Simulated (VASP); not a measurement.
# C (Fmmm) in VASP: a series of runs

The runs below take C through single point, with PBE.

Program: VASP 6.6.1. These are calculated values, not measurements. Logs are shortened: lines on timing, memory, paths and dates and some standing lists are left out, and cuts for length are marked.

**1. The cell of the first run**

Symmetry: Fmmm, No. 69, orthorhombic system. Conventional cell: a = 2.456 Å, b = 4.254 Å, c = 6.696 Å, α = 90.00°, β = 90.00°, γ = 90.00°. C (site symmetry m2m) has 3 C at 1.42 Å within 1.9 Å.

**2. Single point, PBE**

Input file INCAR:

```
PREC = Accurate ; ENCUT = 520
EDIFF = 1E-7 ; ISMEAR = 0
SIGMA = 0.02 ; LREAL = False
LASPH = True ; NELM = 80
ALGO = Normal ; ISIF = 2
LWAVE = False ; LCHARG = True
GGA = PE ; LELF = True
LVHAR = True ; NBANDS = 11
```

Input file KPOINTS:

```
Automatic mesh
0
Gamma
  1 1 1
```

Input file POSCAR:

```
C
1.0
    0.0000000000      2.1270000000      3.3480000000
    1.2280000000      0.0000000000      3.3480000000
    1.2280000000      2.1270000000      0.0000000000
C
2
Direct
    0.1666700000      0.8333300000      0.1666700000
    0.8333300000      0.1666700000      0.8333300000
```

Potentials or basis: VASP PAW PBE potentials, release 64 (C).

Run with:

```bash
cat potpaw_PBE.64/C/POTCAR > POTCAR
mpirun -np 1 vasp_gam > vasp.out
```

OUTCAR:

```text
PREC = Accurate
   ENCUT = 520
   EDIFF = 1E-7
   ISMEAR = 0
   LREAL = False
   LASPH = True
   NELM = 80
   ISIF = 2
   GGA = PE

 ion  position               nearest neighbor table
   1  0.167  0.833  0.167-   2 1.42   2 1.42   2 1.42
   2  0.833  0.167  0.833-   1 1.42   1 1.42   1 1.42

  LATTYP: Found a face centered orthorhombic cell.
 ALAT       =     2.4560000000
 B/A-ratio  =     1.7320846906
 C/A-ratio  =     2.7263843648

  Lattice vectors:

 A1 = (   0.0000000000,   2.1270000000,   3.3480000000)
 A2 = (   1.2280000000,   0.0000000000,   3.3480000000)
 A3 = (   1.2280000000,   2.1270000000,   0.0000000000)

Analysis of symmetry for initial positions (statically):
=====================================================================
 Subroutine PRICEL returns:
 Original cell was already a primitive cell.

 Routine SETGRP: Setting up the symmetry group for a
 face centered orthorhombic supercell.

 Subroutine GETGRP returns: Found  8 space group operations
 (whereof  8 operations were pure point group operations)
 out of a pool of  8 trial point group operations.

The static configuration has the point symmetry D_2h.

Analysis of symmetry for dynamics (positions and initial velocities):
=====================================================================
 Subroutine PRICEL returns:
 Original cell was already a primitive cell.

 Routine SETGRP: Setting up the symmetry group for a
 face centered orthorhombic supercell.

 Subroutine GETGRP returns: Found  8 space group operations
 (whereof  8 operations were pure point group operations)
 out of a pool of  8 trial point group operations.

The dynamic configuration has the point symmetry D_2h.

 Subroutine INISYM returns: Found  8 space group operations
 (whereof  8 operations are pure point group operations),
 and found     1 'primitive' translations

----------------------------------------------------------------------------------------

                                     Primitive cell

  volume of cell :      17.4897

  direct lattice vectors                    reciprocal lattice vectors
     0.000000000  2.127000000  3.348000000    -0.407166124  0.235072873  0.149342891
     1.228000000  0.000000000  3.348000000     0.407166124 -0.235072873  0.149342891
     1.228000000  2.127000000  0.000000000     0.407166124  0.235072873 -0.149342891

  length of vectors
     3.966513961  3.566102635  2.456036034     0.493301943  0.493301943  0.493301943

  position of ions in fractional coordinates (direct lattice)
     0.166670000  0.833330000  0.166670000
     0.833330000  0.166670000  0.833330000

  ion indices of the primitive-cell ions
   primitive index   ion index
                 1           1
                 2           2

----------------------------------------------------------------------------------------

 KPOINTS: Automatic mesh

Automatic generation of k-mesh.
 Grid dimensions read from file:
 generate k-points for:    1    1    1

 Generating k-lattice:

  Cartesian coordinates                     Fractional coordinates (reciprocal lattice)
    -0.407166124  0.235072873  0.149342891     1.000000000  0.000000000  0.000000000
     0.407166124 -0.235072873  0.149342891     0.000000000  1.000000000  0.000000000
     0.407166124  0.235072873 -0.149342891     0.000000000  0.000000000  1.000000000

  Length of vectors
     0.493301943  0.493301943  0.493301943

  Shift w.r.t. Gamma in fractional coordinates (k-lattice)
     0.000000000  0.000000000  0.000000000

 Subroutine IBZKPT returns following result:
 ===========================================

 Found      1 irreducible k-points:

 Following reciprocal coordinates:
            Coordinates               Weight
  0.000000  0.000000  0.000000      1.000000
   k-points           NKPTS =      1   k-points in BZ     NKDIM =      1   number of bands    NBANDS=     11
   number of dos      NEDOS =    301   number of ions     NIONS =      2
   total plane-waves  NPLWV =  15120
   dimension x,y,z NGX =    30 NGY =   28 NGZ =   18
   dimension x,y,z NGXF=    60 NGYF=   56 NGZF=   36
   ions per type =               2
   NGX,Y,Z   is equivalent  to a cutoff of  12.57, 13.05, 12.18 a.u.
   NGXF,Y,Z  is equivalent  to a cutoff of  25.15, 26.11, 24.37 a.u.
 SYSTEM =  unknown system
   PREC   = accura    normal or accurate (medium, high low for compatibility)
   ISTART =      0    job   : 0-new  1-cont  2-samecut
   ICHARG =      2    charge: 1-file 2-atom 10-const
   ISPIN  =      1    spin polarized calculation?
   LNONCOLLINEAR =      F non collinear calculations
   LSORBIT =      F    spin-orbit coupling
   LASPH  =      T    aspherical Exc in radial PAW
   ENCUT  =  520.0 eV  38.22 Ry    6.18 a.u.   7.38  6.63  4.57*2*pi/ulx,y,z
   NELM   =     80;   NELMIN=  2; NELMDL= -5     # of ELM steps
   EDIFF  = 0.1E-06   stopping-criterion for ELM
   LREAL  =      F    real-space projection
   EDIFFG = 0.1E-05   stopping-criterion for IOM
   NSW    =      0    number of steps for IOM
   IBRION =     -1    ionic relax: 0-MD 1-quasi-New 2-CG
   NFREE  =      0    steps in history (QN), initial steepest desc. (CG)
   ISIF   =      2    stress and relaxation
   ISYM   =      2    0-nonsym 1-usesym 2-fastsym
   POTIM  = 0.5000    time-step for ionic-motion
   TEBEG  =    0.0;   TEEND  =   0.0 temperature during run
   PSTRESS=    0.0 pullay stress
   NELECT =       8.0000    total number of electrons
   NUPDOWN=      -1.0000    fix difference up-down
   EMIN   =  10.00;   EMAX   =-10.00  energy-range for DOS
   EFERMI =   0.00;   METHOD = LEGACY
   ISMEAR =     0;   SIGMA  =   0.02  broadening in eV -4-tet -1-fermi 0-gaus
   EFERMI_NEDOS =   21; number of points for ismear=-14 and -15
   IALGO  =     38    algorithm
   IMIX   =      4    mixing-type and parameters
     AMIX     =   0.40;   BMIX     =  1.00
     AMIX_MAG =   1.60;   BMIX_MAG =  1.00
  volume/ion in A,a.u.               =       8.74        59.01
  Fermi-wavevector in a.u.,A,eV,Ry     =   1.261376  2.383654 21.647797  1.591068
  Thomas-Fermi vector in A             =   2.394838
   LORBIT       =      0    0 simple, 1 ext, 2 COOP (PROOUT), +10 PAW based schemes
   GGA     = PE    functional components
   LHFCALC =     F    Hartree Fock is set to
   AEXX    =    0.0000 exact exchange contribution
   IVDW    =     0    specifies the selected vdW correction
   LEPSILON=     F    determine dielectric tensor
   LRPA    =     F    only Hartree local field effects (RPA)
 non-spin polarized calculation
 Gauss-broadening in eV      SIGMA  =   0.02
  energy-cutoff  :      520.00
  volume of cell :       17.49
 maximum number of plane-waves:       250
 NGX is ok and might be reduce to    30
   NGX = 15   NGY = 13   NGZ =  9

 number of electron       8.0000001 magnetization

 Free energy of the ion-electron system (eV)
  ---------------------------------------------------
  ext. energy  EPLUGINS =         0.00000000
  ---------------------------------------------------
  free energy    TOTEN  =        -9.53598426 eV

  energy without entropy =       -9.53598426  energy(sigma->0) =       -9.53598426

 E-fermi :   3.4976     XC(G=0): -10.0610

 val. band max:        3.3508873855   @ k =   0.0000   0.0000   0.0000
 cond. band min:       9.1262856344   @ k =   0.0000   0.0000   0.0000
 fundamental gap:      5.7753982489
 Fermi energy:         3.4976484286

 k-point     1 :       0.0000    0.0000    0.0000
  band No.  band energies     occupation
      1     -13.8851      2.00000
      2      -1.0869      2.00000
      3       3.3226      2.00000
      4       3.3509      2.00000
      5       9.1263      0.00000
      6      14.4116      0.00000
      7      14.5003      0.00000
      8      17.5959      0.00000
      9      18.9243      0.00000
     10      27.7739      0.00000
     11      30.5816      0.00000

------------------------ aborting loop because EDIFF is reached ----------------------------------------

  FORCE on cell =-STRESS in cart. coord.  units (eV):
  Direction    XX          YY          ZZ          XY          YZ          ZX
  --------------------------------------------------------------------------------------
  -------------------------------------------------------------------------------------
  Total        3.1733522      3.6065073     10.4159455      0.0000000      0.0000000      0.0000000
  in kB      290.7016900    330.3817814    954.1748843      0.0000000      0.0000000      0.0000000
  external PRESSURE =     525.0861186 kB  Pullay stress =       0.0000000 kB

 VOLUME and BASIS-vectors are now :
 -----------------------------------------------------------------------------
  energy-cutoff  :      520.00
  volume of cell :       17.49
      direct lattice vectors                 reciprocal lattice vectors
     0.000000000  2.127000000  3.348000000    -0.407166124  0.235072873  0.149342891
     1.228000000  0.000000000  3.348000000     0.407166124 -0.235072873  0.149342891
     1.228000000  2.127000000  0.000000000     0.407166124  0.235072873 -0.149342891

 POSITION                                       TOTAL-FORCE (eV/Angst)
 -----------------------------------------------------------------------------------
      1.22800      0.70901      3.34800         0.000000      0.002480      0.000000
      1.22800      3.54499      3.34800         0.000000     -0.002480      0.000000
 -----------------------------------------------------------------------------------
    total drift:                               -0.000000     -0.000000     -0.000000

  FREE ENERGIE OF THE ION-ELECTRON SYSTEM (eV)
  ---------------------------------------------------
  free  energy   TOTEN  =        -9.5359842577 eV

  energy  without entropy=       -9.5359842577  energy(sigma->0) =       -9.53598426
```

Wall time 1.3 s (1 thread of Intel Xeon 6975P-C (Granite Rapids), shared host); peak memory 0.12 GiB.

Results:

| Property | Result |
| --- | --- |
| Free energy | -9.5360 eV |
| Pressure | 52.5 GPa |

Forces in eV/Å, atoms in the order of the input:
```
C    0.000  0.002  0.000
C    0.000 -0.002  0.000
```

Caveat: the k points lie up to 3.10 Å⁻¹ apart, too coarse for converged energies, forces and pressures; this functional lacks dispersion, which binds layers or chains, so the pressure and a relaxed spacing across them are unreliable.

**3. Single point, PBE**

Input file INCAR:

```
ALGO     = Normal         # electronic algorithm
EDIFF    = 1E-7           # SCF threshold, eV
ENCUT    = 520            # plane-wave cutoff, eV
GGA      = PE             # functional
ISIF     = 2              # what is computed and relaxed
ISMEAR   = 0              # smearing method
LASPH    = True           # aspherical terms in the spheres
LCHARG   = False          # write CHGCAR
LREAL    = False          # projectors in reciprocal space
LWAVE    = False          # write WAVECAR
NBANDS   = 11             # bands
NELM     = 100            # most SCF steps
PREC     = Accurate       # precision mode
SIGMA    = 0.02           # smearing width, eV
```

Input file KPOINTS:

```
k-points
0
Gamma
  4 4 4
```

POSCAR is that of step 2.

Potentials or basis: VASP PAW PBE potentials, release 64 (C).

Run with:

```bash
cat potpaw_PBE.64/C/POTCAR > POTCAR
mpirun -np 1 vasp_std > vasp.out
```

Wall time 2.6 s (1 thread of Intel Xeon 6975P-C (Granite Rapids), shared host); peak memory 0.13 GiB.

Results (log left out):

```
Free energy   : -18.4457 eV
Pressure      : 4.6 GPa
Largest force : 0.015 eV/Å
```

Forces in eV/Å, atoms in the order of the input:
```
C    0.000  0.015  0.000
C    0.000 -0.015  0.000
```

Stress tensor (GPa, compression positive):
```
4.84 0.00 0.00
0.00 4.63 0.00
0.00 0.00 4.21
```

Caveat: the k points lie up to 0.77 Å⁻¹ apart; this functional lacks dispersion, which binds layers or chains, so the pressure and a relaxed spacing across them are unreliable.

[end of part 1 of 2]
